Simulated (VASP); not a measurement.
A run of VASP 6.6.1 is set up as follows.

INCAR

```
SYSTEM = V
ALGO     = Normal         ! electronic algorithm
EDIFF    = 1E-6           ! SCF threshold, eV
ENCUT    = 520            ! plane-wave cutoff, eV
GGA      = RP             ! functional
ISIF     = 2              ! what is computed and relaxed
ISMEAR   = -1             ! smearing method
LASPH    = .TRUE.         ! aspherical terms in the spheres
LCHARG   = .FALSE.        ! write CHGCAR
LREAL    = .FALSE.        ! projectors in reciprocal space
LWAVE    = .FALSE.        ! write WAVECAR
NBANDS   = 26             ! bands
NELM     = 100            ! most SCF steps
PREC     = Accurate       ! precision mode
SIGMA    = 0.1            ! smearing width, eV
```

File KPOINTS:

```
k-points
0
G
  9 9 15
  0 0 0
```

POSCAR

```
V
1.0
    4.4851817216      0.0000000000      0.0000000000
   -2.2425908608      3.8842813115      0.0000000000
    0.0000000000      0.0000000000      2.4139656014
V
3
Direct
    0.0000000000      1.0000000000      0.0000000000
    0.3333333333      0.6666666667      0.5000000000
    0.6666666667      0.3333333333      0.5000000000
```

Potentials or basis: VASP PAW PBE potentials, release 64 (V_sv).

Launch:

```sh
$ cat potpaw_PBE.64/V_sv/POTCAR > POTCAR
$ mpirun -np 1 vasp_std > vasp.out
```

Question: What does it give for the pressure?

Answer: 0.2 GPa.

Question: What does it give for the band gap on the k mesh?

Answer: Zero (an odd number of electrons rules out a gap without spin polarisation).

Stress tensor (GPa, compression positive):
```
-0.02  0.00  0.00
 0.00 -0.02  0.00
 0.00  0.00  0.53
```

Caveat: the PAW data sets were made with another functional, which shifts forces and pressure a little.
